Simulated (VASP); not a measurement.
# Sr: single point with PBE

Crystal: Sr.

```
CELL_PARAMETERS angstrom
4.41713 0.00000 0.00000
-2.20856 3.82535 0.00000
0.00000 0.00000 6.52238
ATOMIC_POSITIONS crystal
Sr 0.33333 0.66667 0.25000
Sr 0.66667 0.33333 0.75000
```

This cell differs from its parent crystal: strain +e along x and -e along y +0.0000, strain +e along z and -e/2 along x and y -0.0700.

```
Program                : VASP 6.6.1
Task                   : single point
Functional             : PBE
Potentials or basis    : VASP PAW PBE potentials, release 64 (Sr_sv)
Cutoff                 : 520 eV
k mesh                 : 12 × 12 × 6
Occupations            : gaussian, width 0.15 eV
Spin                   : no spin polarisation
Dipole correction      : no
Further INCAR settings : ALGO = Fast; EDIFF = 1e-06; NBANDS = 17
```

```yaml
Pressure: 0.2 GPa
Band_gap_on_the_k_mesh: zero (bands 10 and 11 overlap by 0.35 eV)
```

Stress tensor (GPa, compression positive):
```
-0.52  0.00  0.00
 0.00 -0.52  0.00
 0.00  0.00  1.49
```

Levels at points of the mesh, in eV from the Fermi level:
```
           k point  band 6  band 7  band 8  band 9  band 10  band 11  band 12  band 13  band 14  band 15
(0.00, 0.00, 0.00)  -18.53  -18.53  -18.52   -3.66    -0.89     0.48     2.14     2.14     2.68     2.68
(0.50, 0.00, 0.00)  -18.61  -18.59  -18.54   -1.27    -0.66     0.13     0.17     1.53     1.86     2.19
(0.00, 0.00, 0.50)  -18.55  -18.55  -18.55   -2.57    -2.57     1.60     1.60     2.04     2.04     2.04
(0.50, 0.00, 0.50)  -18.57  -18.56  -18.56   -0.84    -0.84     0.19     0.19     1.46     1.46     2.68
```

Run time: 63 s on 1 thread of Intel(R) Xeon(R) 6975P-C (Granite Rapids), on a shared host, peak memory 0.31 GiB.

Caveat: the cell differs from its parent crystal (strain +e along x and -e along y +0.0000, strain +e along z and -e/2 along x and y -0.0700).
